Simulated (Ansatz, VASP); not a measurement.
Sc in VASP and in Ansatz

INCAR

```
PREC = Accurate ; ENCUT = 520
EDIFF = 1E-6 ; ISMEAR = -1
SIGMA = 0.05 ; LREAL = False
LASPH = True ; NELM = 60
ALGO = Fast ; ISIF = 2
LWAVE = False ; LCHARG = False
GGA = PE ; NBANDS = 18
```

File KPOINTS:

```
regular mesh
0
Gamma
  9 9 5
```

POSCAR

```
Sc
1.0
    3.2414504337      0.0000000000      0.0000000000
   -1.6207252169      2.8071784207      0.0000000000
    0.0000000000      0.0000000000      5.1656514271
Sc
2
Direct
    0.6666666667      0.3333333333      0.7500000000
    0.3333333333      0.6666666667      0.2500000000
```

input.yaml

```yaml
crystal:
  lattice:
    - [3.2414504337, 0.0, 0.0]
    - [-1.6207252169, 2.8071784207, 0.0]
    - [0.0, 0.0, 5.1656514271]
  atoms:
    - { symbol: Sc, position: [0.6666666667, 0.3333333333, 0.75] }
    - { symbol: Sc, position: [0.3333333333, 0.6666666667, 0.25] }
kpoints:
  mp_grid: { grid: [9, 9, 5] }
scf:
  occupations: { method: fermi_dirac, width: 0.05 }
hamiltonian:
  xc: pbe
  pseudopotentials: { kind: all_electron, lapw: { basis_error: 0.0005 } }
output:
  forces: true
  stress: true
  eigenvalues: true
```

Change from the starting cell: volume scaled by 0.94.

Alike in both runs: task single point; functional PBE; k mesh 9 × 9 × 5; occupations fermi-dirac, width 0.05 eV; no spin polarisation.

|  | VASP | Ansatz |
| --- | --- | --- |
| version | VASP 6.6.1 | Ansatz 0.2.0 |
| potentials or method | VASP PAW PBE potentials, release 64 (Sc_sv), cutoff 520 eV | all-electron LAPW, scalar-relativistic |

VASP gave:

| Item | Value |
| --- | --- |
| gap on the k mesh at the Fermi level (eV) | none |
| pressure (GPa) | 3.0 |
| traceless stress, the component that is largest in VASP (GPa) | -1.22 |

**Question.** Estimate Ansatz's values.

**Answer.** gap on the k mesh at the Fermi level (eV): none; pressure (GPa): 2.9; traceless stress, the component that is largest in VASP (GPa): -1.22.

A gap of «none» marks a metal or a gap that the smearing closes. Ansatz ran all-electron here, and VASP with PAW potentials.
